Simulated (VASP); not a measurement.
**Na2S: single point with PBE**

The system is Na2S.

```
CELL_PARAMETERS angstrom
0.00000 3.28397 3.28397
3.28397 0.00000 3.28397
3.28397 3.28397 0.00000
ATOMIC_POSITIONS crystal
Na 0.25000 0.25000 0.25000
Na 0.75000 0.75000 0.75000
S 0.00000 0.00000 0.00000
```

| Item | Value |
| --- | --- |
| Program | VASP 6.6.1 |
| Task | single point |
| Functional | PBE |
| Potentials or basis | VASP PAW PBE potentials, release 64 (Na_pv, S) |
| Cutoff | 500 eV |
| k mesh | 8 × 8 × 8 |
| Occupations | fermi-dirac, width 0.02 eV |
| Spin | no spin polarisation |
| Dipole correction | no |
| Further INCAR settings | ALGO = Normal; EDIFF = 1e-06; NBANDS = 17 |

| Quantity | Value |
| --- | --- |
| Pressure | 0.0 GPa |
| Band gap on the k mesh | 2.45 eV |

Levels at points of the mesh, in eV from the valence-band top:
```tsv
k point	band 8	band 9	band 10	band 11	band 12	band 13
(0.00, 0.00, 0.00)	0.00	0.00	0.00	2.45	7.70	7.70
(0.50, 0.00, 0.00)	-1.62	-0.13	-0.13	4.74	6.40	7.12
(0.50, 0.50, 0.00)	-1.45	-0.45	-0.45	3.84	5.97	8.36
```

Run time: 30 s on 1 thread of Intel(R) Xeon(R) Platinum 8259CL CPU @ 2.50GHz (Skylake/Cascade Lake), with other jobs on the host, peak memory 0.2 GiB.

A k mesh can miss the band edges. As with any semilocal functional, this PBE gap is likely too small.
